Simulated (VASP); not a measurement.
Here is a VASP 6.6.1 calculation.

The input INCAR:

```
PREC = Accurate
ENCUT = 500
EDIFF = 1E-7
ISMEAR = 0
SIGMA = 0.1
LREAL = F
LASPH = T
NELM = 120
ALGO = Normal
ISIF = 3
LWAVE = F
LCHARG = F
GGA = PE
IBRION = 2
NSW = 90
EDIFFG = -0.04
GGA_COMPAT = F
NELMIN = 4
```

Contents of KPOINTS:

```
Automatic mesh
0
Gamma
  6 6 4
```

File POSCAR:

```
AlInAsP3
1.0
    4.7505781920      0.0000000000      0.0000000000
   -2.3752890960      4.1141213970      0.0000000000
    0.0000000000      0.0000000000      7.3420634346
Al In P As
1 1 3 1
Direct
    0.0000000000      0.0000000000      0.0000000000
    0.3333333333      0.6666666667      0.0000000000
    0.6666666667      0.3333333333      0.6526601193
    0.6666666667      0.3333333333      0.3473398807
    0.3333333333      0.6666666667      0.5000000000
    0.6666666667      0.3333333333      0.0000000000
```

Potentials or basis: VASP PAW PBE potentials, release 64 (Al, In_d, P, As).

Command:

```console
$ cat potpaw_PBE.64/Al/POTCAR potpaw_PBE.64/In_d/POTCAR potpaw_PBE.64/P/POTCAR potpaw_PBE.64/As/POTCAR > POTCAR
$ mpirun -np 1 vasp_std > vasp.out
```

Task: Predict the band gap on the k mesh.

Result: Zero (bands 18 and 19 overlap by 1.52 eV).

Task: Estimate the space group after relaxing (to 0.1 Å).

Result: P-6m2 (No. 187).

Task: Predict the relaxed cell.

Result: a = 4.861 Å, b = 4.861 Å, c = 7.021 Å, α = 90.00°, β = 90.00°, γ = 120.00°.

Final structure:
```yaml
crystal:
  lattice:
    - [4.86098, 0.00000, 0.00000]
    - [-2.43049, 4.20974, 0.00000]
    - [0.00000, 0.00000, 7.02076]
  atoms:
    - { symbol: Al, position: [0.00000, 0.00000, 0.00000] }
    - { symbol: In, position: [0.33333, 0.66667, 0.00000] }
    - { symbol: P, position: [0.66667, 0.33333, 0.65382] }
    - { symbol: P, position: [0.66667, 0.33333, 0.34618] }
    - { symbol: P, position: [0.33333, 0.66667, 0.50000] }
    - { symbol: As, position: [0.66667, 0.33333, 0.00000] }
```

Caveat: spin-orbit coupling is left out, which moves the levels of the heavy elements.
